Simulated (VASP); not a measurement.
# BN (l) (F-43m) in VASP: further runs

The runs below take BN (l) through single point, relaxation of cell and atoms, with LDA.

Program: VASP 6.6.1. These are calculated values, not measurements. Logs are shortened: lines on timing, memory, paths and dates and some standing lists are left out, and cuts for length are marked.

### Step 1. The cell of the first run

It takes space group F-43m (No. 216, cubic). Conventional cell: a = 3.581 Å, b = 3.581 Å, c = 3.581 Å, α = 90.00°, β = 90.00°, γ = 90.00°. Within 2.1 Å of B (site symmetry -43m) lie 4 N at 1.55 Å. N (site symmetry -43m) has 4 B at 1.55 Å within 2.1 Å.

### Step 2. Single point, LDA

Input file INCAR:

```
PREC = Accurate
ENCUT = 600
EDIFF = 1E-6
ISMEAR = 0
SIGMA = 0.02
LREAL = False
LASPH = True
NELM = 120
ALGO = Normal
ISIF = 2
LWAVE = False
LCHARG = False
NBANDS = 11
GGA_COMPAT = False
```

Input file KPOINTS:

```
regular mesh
0
Gamma
  12 12 12
```

Input file POSCAR:

```
BN
1.0
    0.0000000000      1.7902747007      1.7902747007
    1.7902747007      0.0000000000      1.7902747007
    1.7902747007      1.7902747007      0.0000000000
B N
1 1
Direct
    0.0000000000      0.0000000000      0.0000000000
    0.2500000000      0.2500000000      0.2500000000
```

Potentials or basis: VASP PAW LDA potentials, release 64 (B, N).

Run with:

```
$ cat potpaw_LDA.64/B/POTCAR potpaw_LDA.64/N/POTCAR > POTCAR
$ mpirun -np 1 vasp_std > vasp.out
```

OUTCAR:

```text
PREC = Accurate
   ENCUT = 600
   EDIFF = 1E-6
   ISMEAR = 0
   LREAL = False
   LASPH = True
   NELM = 120
   ISIF = 2

 ion  position               nearest neighbor table
   1  0.000  0.000  0.000-   2 1.55   2 1.55   2 1.55   2 1.55
   2  0.250  0.250  0.250-   1 1.55   1 1.55   1 1.55   1 1.55

  LATTYP: Found a face centered cubic cell.
 ALAT       =     3.5805494014

  Lattice vectors:

 A1 = (   0.0000000000,   1.7902747007,   1.7902747007)
 A2 = (   1.7902747007,   0.0000000000,   1.7902747007)
 A3 = (   1.7902747007,   1.7902747007,   0.0000000000)

Analysis of symmetry for initial positions (statically):
=====================================================================
 Subroutine PRICEL returns:
 Original cell was already a primitive cell.

 Routine SETGRP: Setting up the symmetry group for a
 face centered cubic supercell.

 Subroutine GETGRP returns: Found 24 space group operations
 (whereof 24 operations were pure point group operations)
 out of a pool of 48 trial point group operations.

The static configuration has the point symmetry T_d .

Analysis of symmetry for dynamics (positions and initial velocities):
=====================================================================
 Subroutine PRICEL returns:
 Original cell was already a primitive cell.

 Routine SETGRP: Setting up the symmetry group for a
 face centered cubic supercell.

 Subroutine GETGRP returns: Found 24 space group operations
 (whereof 24 operations were pure point group operations)
 out of a pool of 48 trial point group operations.

The dynamic configuration has the point symmetry T_d .

 Subroutine INISYM returns: Found 24 space group operations
 (whereof 24 operations are pure point group operations),
 and found     1 'primitive' translations

----------------------------------------------------------------------------------------

                                     Primitive cell

  volume of cell :      11.4760

  direct lattice vectors                    reciprocal lattice vectors
     0.000000000  1.790274701  1.790274701    -0.279286748  0.279286748  0.279286748
     1.790274701  0.000000000  1.790274701     0.279286748 -0.279286748  0.279286748
     1.790274701  1.790274701  0.000000000     0.279286748  0.279286748 -0.279286748

  length of vectors
     2.531830762  2.531830762  2.531830762     0.483738838  0.483738838  0.483738838

  position of ions in fractional coordinates (direct lattice)
     0.000000000  0.000000000  0.000000000
     0.250000000  0.250000000  0.250000000

  ion indices of the primitive-cell ions
   primitive index   ion index
                 1           1
                 2           2

----------------------------------------------------------------------------------------

 KPOINTS: regular mesh

Automatic generation of k-mesh.
 Grid dimensions read from file:
 generate k-points for:   12   12   12

 Generating k-lattice:

  Cartesian coordinates                     Fractional coordinates (reciprocal lattice)
    -0.023273896  0.023273896  0.023273896     0.083333333  0.000000000  0.000000000
     0.023273896 -0.023273896  0.023273896     0.000000000  0.083333333  0.000000000
     0.023273896  0.023273896 -0.023273896     0.000000000  0.000000000  0.083333333

  Length of vectors
     0.040311570  0.040311570  0.040311570

  Shift w.r.t. Gamma in fractional coordinates (k-lattice)
     0.000000000  0.000000000  0.000000000

 Subroutine IBZKPT returns following result:
 ===========================================

 Found     72 irreducible k-points:

 Following reciprocal coordinates:
            Coordinates               Weight
  0.000000  0.000000  0.000000      1.000000
  0.083333  0.000000  0.000000      8.000000
  0.166667  0.000000  0.000000      8.000000
  0.250000  0.000000  0.000000      8.000000
  0.333333  0.000000  0.000000      8.000000
  0.416667  0.000000  0.000000      8.000000
[... 16 lines left out ...]
  0.500000  0.166667  0.000000     24.000000
 -0.416667  0.166667  0.000000     24.000000
 [... further k-points ...]
   k-points           NKPTS =     72   k-points in BZ     NKDIM =     72   number of bands    NBANDS=     11
   number of dos      NEDOS =    301   number of ions     NIONS =      2
   total plane-waves  NPLWV =   8000
   dimension x,y,z NGX =    20 NGY =   20 NGZ =   20
   dimension x,y,z NGXF=    40 NGYF=   40 NGZF=   40
   ions per type =               1   1
   NGX,Y,Z   is equivalent  to a cutoff of  13.13, 13.13, 13.13 a.u.
   NGXF,Y,Z  is equivalent  to a cutoff of  26.26, 26.26, 26.26 a.u.
 SYSTEM =  unknown system
   PREC   = accura    normal or accurate (medium, high low for compatibility)
   ISTART =      0    job   : 0-new  1-cont  2-samecut
   ICHARG =      2    charge: 1-file 2-atom 10-const
   ISPIN  =      1    spin polarized calculation?
   LNONCOLLINEAR =      F non collinear calculations
   LSORBIT =      F    spin-orbit coupling
   LASPH  =      T    aspherical Exc in radial PAW
[... 61 lines left out ...]
      3       7.7516      2.00000
      4       7.7516      2.00000
      5      16.5708      0.00000
      6      16.5708      0.00000
      7      16.5708      0.00000
      8      18.6620      0.00000
      9      32.7878      0.00000
     10      35.8949      0.00000
     11      35.8949      0.00000

 k-point     2 :       0.0833    0.0000    0.0000
  band No.  band energies     occupation
      1     -12.4730      2.00000
      2       6.8286      2.00000
      3       7.5636      2.00000
      4       7.5636      2.00000
      5      16.8402      0.00000
      6      16.8543      0.00000
      7      16.8543      0.00000
      8      19.1743      0.00000
      9      32.4630      0.00000
     10      33.5055      0.00000
     11      33.5055      0.00000

 k-point     3 :       0.1667    0.0000    0.0000
  band No.  band energies     occupation
      1     -11.9584      2.00000
      2       4.6973      2.00000
      3       7.1077      2.00000
      4       7.1077      2.00000
      5      17.2753      0.00000
      6      17.5092      0.00000
      7      17.5092      0.00000
      8      20.3957      0.00000
      9      31.7635      0.00000
     10      31.9093      0.00000
     11      31.9093      0.00000

 k-point     4 :       0.2500    0.0000    0.0000
  band No.  band energies     occupation
      1     -11.1242      2.00000
      2       2.1831      2.00000
      3       6.5836      2.00000
      4       6.5836      2.00000
      5      17.6821      0.00000
      6      18.1274      0.00000
      7      18.1274      0.00000
      8      21.6126      0.00000
      9      31.2065      0.00000
     10      31.4982      0.00000
     11      31.4982      0.00000

 k-point     5 :       0.3333    0.0000    0.0000
  band No.  band energies     occupation
      1     -10.0288      2.00000
      2      -0.2680      2.00000
      3       6.1380      2.00000
      4       6.1380      2.00000
      5      18.0292      0.00000
      6      18.4350      0.00000
      7      18.4350      0.00000
      8      22.4540      0.00000
      9      31.0301      0.00000
     10      32.3161      0.00000
     11      32.3161      0.00000
[... 211 lines left out ...]
 k-point    21 :       0.3333    0.1667    0.0000
  band No.  band energies     occupation
      1     -10.2091      2.00000
      2       1.5789      2.00000
      3       4.8797      2.00000
      4       5.2247      2.00000
      5      15.8833      0.00000
      6      20.3382      0.00000
      7      20.6493      0.00000
      8      20.6808      0.00000
      9      27.3191      0.00000
     10      34.5020      0.00000
     11      36.1522      0.00000

 k-point    22 :       0.4167    0.1667    0.0000
  band No.  band energies     occupation
      1      -9.0937      2.00000
      2      -0.5838      2.00000
      3       4.5595      2.00000
      4       4.6925      2.00000
      5      16.2861      0.00000
      6      20.4359      0.00000
      7      20.7264      0.00000
      8      21.7039      0.00000
      9      28.2128      0.00000
     10      34.2871      0.00000
     11      36.4184      0.00000

 k-point    23 :       0.5000    0.1667    0.0000
  band No.  band energies     occupation
      1      -8.0563      2.00000
      2      -2.2224      2.00000
      3       3.9563      2.00000
      4       4.7700      2.00000
      5      16.6292      0.00000
      6      20.4241      0.00000
      7      20.4695      0.00000
      8      23.0110      0.00000
      9      28.5663      0.00000
     10      34.4631      0.00000
     11      35.5964      0.00000

 k-point    24 :      -0.4167    0.1667    0.0000
  band No.  band energies     occupation
      1      -7.8517      2.00000
      2      -2.5133      2.00000
      3       3.5396      2.00000
      4       5.0970      2.00000
      5      17.0808      0.00000
      6      20.0643      0.00000
      7      20.2950      0.00000
      8      23.6459      0.00000
      9      28.8490      0.00000
     10      33.2880      0.00000
     11      34.7251      0.00000

 [... further k-points ...]

------------------------ aborting loop because EDIFF is reached ----------------------------------------

  FORCE on cell =-STRESS in cart. coord.  units (eV):
  Direction    XX          YY          ZZ          XY          YZ          ZX
  --------------------------------------------------------------------------------------
  -------------------------------------------------------------------------------------
  Total        0.0545231      0.0545231      0.0545231      0.0000000      0.0000000      0.0000000
  in kB        7.6120640      7.6120640      7.6120640      0.0000000      0.0000000      0.0000000
  external PRESSURE =       7.6120640 kB  Pullay stress =       0.0000000 kB

 VOLUME and BASIS-vectors are now :
 -----------------------------------------------------------------------------
  energy-cutoff  :      600.00
  volume of cell :       11.48
      direct lattice vectors                 reciprocal lattice vectors
     0.000000000  1.790274701  1.790274701    -0.279286748  0.279286748  0.279286748
     1.790274701  0.000000000  1.790274701     0.279286748 -0.279286748  0.279286748
     1.790274701  1.790274701  0.000000000     0.279286748  0.279286748 -0.279286748

 POSITION                                       TOTAL-FORCE (eV/Angst)
 -----------------------------------------------------------------------------------
      0.00000      0.00000      0.00000        -0.000000      0.000000     -0.000000
      0.89514      0.89514      0.89514         0.000000     -0.000000      0.000000
 -----------------------------------------------------------------------------------
    total drift:                               -0.000000     -0.000000     -0.000000

  FREE ENERGIE OF THE ION-ELECTRON SYSTEM (eV)
  ---------------------------------------------------
  free  energy   TOTEN  =       -19.4163081119 eV

  energy  without entropy=      -19.4163081119  energy(sigma->0) =      -19.41630811
```

It took 12 s on 1 thread of AMD EPYC 7R43 (Zen 3), shared host; peak memory 0.08 GiB.

Results:

| Property | Result |
| --- | --- |
| Free energy | -19.4163 eV |
| Pressure | 0.8 GPa |
| Band gap on the k mesh | 4.38 eV, indirect (least direct gap 8.82 eV) |

Levels at points of the mesh, in eV from the valence-band top:
| k point | band 1 | band 2 | band 3 | band 4 | band 5 | band 6 | band 7 | band 8 |
| --- | --- | --- | --- | --- | --- | --- | --- | --- |
| (0.00, 0.00, 0.00) | -20.40 | 0.00 | 0.00 | 0.00 | 8.82 | 8.82 | 8.82 | 10.91 |
| (0.50, 0.00, 0.00) | -15.98 | -10.98 | -2.00 | -2.00 | 10.59 | 10.72 | 10.72 | 15.31 |
| (0.50, 0.50, 0.00) | -14.56 | -9.07 | -5.07 | -5.07 | 4.38 | 9.31 | 18.14 | 18.14 |

A k mesh can miss the band edges.

### Step 3. Single point, LDA

Input file INCAR:

```
SYSTEM = BN
  PREC = Accurate
  ENCUT = 600
  EDIFF = 1E-6
  ISMEAR = 0
  SIGMA = 0.02
  LREAL = .FALSE.
  LASPH = .TRUE.
  NELM = 120
  ALGO = Normal
  ISIF = 2
  LWAVE = .FALSE.
  LCHARG = .FALSE.
  GGA = CA
  NBANDS = 11
  GGA_COMPAT = .FALSE.
```

Input file KPOINTS:

```
Automatic mesh
0
G
  12 12 12
  0 0 0
```

POSCAR is that of step 2.

Potentials or basis: VASP PAW LDA potentials, release 64 (B, N).

Run with:

```
$ cat potpaw_LDA.64/B/POTCAR potpaw_LDA.64/N/POTCAR > POTCAR
$ mpirun -np 1 vasp_std > vasp.out
```

Run time: 10 s. Hardware: 1 thread of AMD EPYC 7R43 (Zen 3), shared host; peak memory 0.08 GiB.

Results (log left out):

```yaml
Free_energy: -19.4163 eV
Pressure: 0.8 GPa
Band_gap_on_the_k_mesh: 4.38 eV, indirect (least direct gap 8.82 eV)
```

Levels at points of the mesh, in eV from the valence-band top:
| k point | band 1 | band 2 | band 3 | band 4 | band 5 | band 6 | band 7 | band 8 |
| --- | --- | --- | --- | --- | --- | --- | --- | --- |
| (0.00, 0.00, 0.00) | -20.40 | 0.00 | 0.00 | 0.00 | 8.82 | 8.82 | 8.82 | 10.91 |
| (0.50, 0.00, 0.00) | -15.98 | -10.98 | -2.00 | -2.00 | 10.59 | 10.72 | 10.72 | 15.31 |
| (0.50, 0.50, 0.00) | -14.56 | -9.07 | -5.07 | -5.07 | 4.38 | 9.31 | 18.14 | 18.14 |

A k mesh can miss the band edges. LDA gaps usually lie below the measured ones, often by a third to a half.

### Step 4. Relaxation of cell and atoms, LDA

This run uses another cell than the first one, of 5.91 Å³/atom, 1.029 times its volume.

Input file INCAR:

```
PREC     = Accurate       # precision mode
ENCUT    = 600            # plane-wave cutoff, eV
EDIFF    = 1E-7           # SCF threshold, eV
ISMEAR   = 0              # smearing method
SIGMA    = 0.1            # smearing width, eV
LREAL    = False          # projectors in reciprocal space
LASPH    = True           # aspherical terms in the spheres
NELM     = 120            # most SCF steps
ALGO     = Normal         # electronic algorithm
ISIF     = 3              # what is computed and relaxed
LWAVE    = False          # write WAVECAR
LCHARG   = False          # write CHGCAR
IBRION   = 2              # ionic algorithm
NSW      = 100            # ionic steps
EDIFFG   = -0.05          # ionic threshold
GGA_COMPAT= False        
NELMIN   = 4
```

Input file KPOINTS:

```
regular mesh
0
Gamma
  10 10 10
```

Input file POSCAR:

```
BN
1.0
    0.0000000000      1.8075000000      1.8075000000
    1.8075000000      0.0000000000      1.8075000000
    1.8075000000      1.8075000000      0.0000000000
B N
1 1
Direct
    0.0000000000      0.0000000000      0.0000000000
    0.2500000000      0.2500000000      0.2500000000
```

Run with:

```
$ cat potpaw_LDA.64/B/POTCAR potpaw_LDA.64/N/POTCAR > POTCAR
$ mpirun -np 1 vasp_std > vasp.out
```

Wall time 12 s (1 thread of AMD EPYC 7R43 (Zen 3), shared host); peak memory 0.08 GiB.

The run converged. Its results:

* Free energy: -19.4173 eV
* Relaxed volume: 5.75 Å³/atom
* Relaxed cell: a = 2.533 Å, b = 2.533 Å, c = 2.533 Å, α = 60.00°, β = 60.00°, γ = 60.00°
* Space group after relaxing (to 0.05 Å): F-43m (No. 216)
* Energy gained by relaxing: 5.2 meV/atom
* Ionic steps: 3
* Pressure after relaxing: -0.1 GPa
* Band gap on the k mesh: 4.38 eV, indirect (least direct gap 8.81 eV)

Step by step:
```csv
step,energy change (eV),largest force (eV/Å),pressure (GPa),volume (Å³)
1,0.0000,0.0000,-10.33,11.81
2,0.0016,0.0000,12.10,11.17
3,-0.0104,0.0000,-0.06,11.50
```

Final structure:
```cif
data_structure
_symmetry_space_group_name_H-M 'P 1'
_symmetry_Int_Tables_number 1
_cell_length_a 2.5334
_cell_length_b 2.5334
_cell_length_c 2.5334
_cell_angle_alpha 60.000
_cell_angle_beta 60.000
_cell_angle_gamma 60.000
_cell_volume 11.50
loop_
_atom_site_label
_atom_site_type_symbol
_atom_site_fract_x
_atom_site_fract_y
_atom_site_fract_z
_atom_site_occupancy
B1 B 0.00000 0.00000 0.00000 1
N1 N 0.25000 0.25000 0.25000 1
```

Levels at points of the mesh, in eV from the valence-band top:
| k point | band 1 | band 2 | band 3 | band 4 | band 5 | band 6 | band 7 | band 8 |
| --- | --- | --- | --- | --- | --- | --- | --- | --- |
| (0.00, 0.00, 0.00) | -20.38 | 0.00 | 0.00 | 0.00 | 8.81 | 8.81 | 8.81 | 10.88 |
| (0.50, 0.00, 0.00) | -15.96 | -10.96 | -2.00 | -2.00 | 10.56 | 10.71 | 10.71 | 15.29 |
| (0.50, 0.50, 0.00) | -14.55 | -9.06 | -5.06 | -5.06 | 4.38 | 9.30 | 18.11 | 18.11 |

A k mesh can miss the band edges. Expect the measured gap to be larger: semilocal functionals such as LDA lack the derivative discontinuity.

### Step 5. Relaxation of cell and atoms, LDA

Input file INCAR:

```
SYSTEM = BN
PREC = Accurate ; ENCUT = 600
EDIFF = 1E-7 ; ISMEAR = 0
SIGMA = 0.02 ; LREAL = .FALSE.
LASPH = .TRUE. ; NELM = 120
ALGO = Normal ; ISIF = 3
LWAVE = .FALSE. ; LCHARG = .FALSE.
GGA = CA ; IBRION = 2
NSW = 100 ; EDIFFG = -0.002
GGA_COMPAT = .FALSE. ; NELMIN = 4
```

Input file KPOINTS:

```
regular mesh
0
G
  12 12 12
  0 0 0
```

Input file POSCAR:

```
BN
1.0
    0.0000000000      1.7905522030      1.7905522030
    1.7905522030      0.0000000000      1.7905522030
    1.7905522030      1.7905522030      0.0000000000
B N
1 1
Direct
    0.0000000000      0.0000000000      0.0000000000
    0.2500000000      0.2500000000      0.2500000000
```

Run with:

```
$ cat potpaw_LDA.64/B/POTCAR potpaw_LDA.64/N/POTCAR > POTCAR
$ mpirun -np 1 vasp_std > vasp.out
```

Run time: 15 s. Hardware: 1 thread of AMD EPYC 7R43 (Zen 3), shared host; peak memory 0.08 GiB.

The run converged. Its results:

* Free energy: -19.4164 eV
* Relaxed volume: 5.75 Å³/atom
* Relaxed cell: a = 2.533 Å, b = 2.533 Å, c = 2.533 Å, α = 60.00°, β = 60.00°, γ = 60.00°
* Space group after relaxing (to 0.05 Å): F-43m (No. 216)
* Energy gained by relaxing: 0.0 meV/atom
* Ionic steps: 3
* Pressure after relaxing: 0.0 GPa
* Band gap on the k mesh: 4.38 eV, indirect (least direct gap 8.81 eV)

Final structure:
```
CELL_PARAMETERS angstrom
0.00000 1.79136 1.79136
1.79136 0.00000 1.79136
1.79136 1.79136 0.00000
ATOMIC_POSITIONS crystal
B 0.00000 0.00000 0.00000
N 0.25000 0.25000 0.25000
```

Levels at points of the mesh, in eV from the valence-band top:
```tsv
k point	band 1	band 2	band 3	band 4	band 5	band 6	band 7	band 8
(0.00, 0.00, 0.00)	-20.38	0.00	0.00	0.00	8.81	8.81	8.81	10.88
(0.50, 0.00, 0.00)	-15.97	-10.96	-2.00	-2.00	10.56	10.71	10.71	15.29
(0.50, 0.50, 0.00)	-14.55	-9.06	-5.06	-5.06	4.38	9.30	18.11	18.11
```

A k mesh can miss the band edges.

### Step 6. Summary

```tsv
task	cell	k mesh	smearing	gap on the mesh (eV)	pressure (GPa)	relaxed volume (Å³/atom)
single point	a = 2.532 Å, angles 60.0°, 2 atoms	12 × 12 × 12	gaussian 0.02 eV	4.38	0.8	-
relaxation of cell and atoms	relaxed from a = 2.556 Å, angles 60.0°, 2 atoms	10 × 10 × 10	gaussian 0.1 eV	4.38	-0.1	5.75
relaxation of cell and atoms	relaxed from a = 2.532 Å, angles 60.0°, 2 atoms	12 × 12 × 12	gaussian 0.02 eV	4.38	0.0	5.75
```

Alike in all rows: level LDA; potentials or basis VASP PAW LDA potentials, release 64 (B, N); no spin polarisation; cutoff (eV) 600.

Total energies depend on the potentials used, so only differences within one code and one set of settings carry meaning.
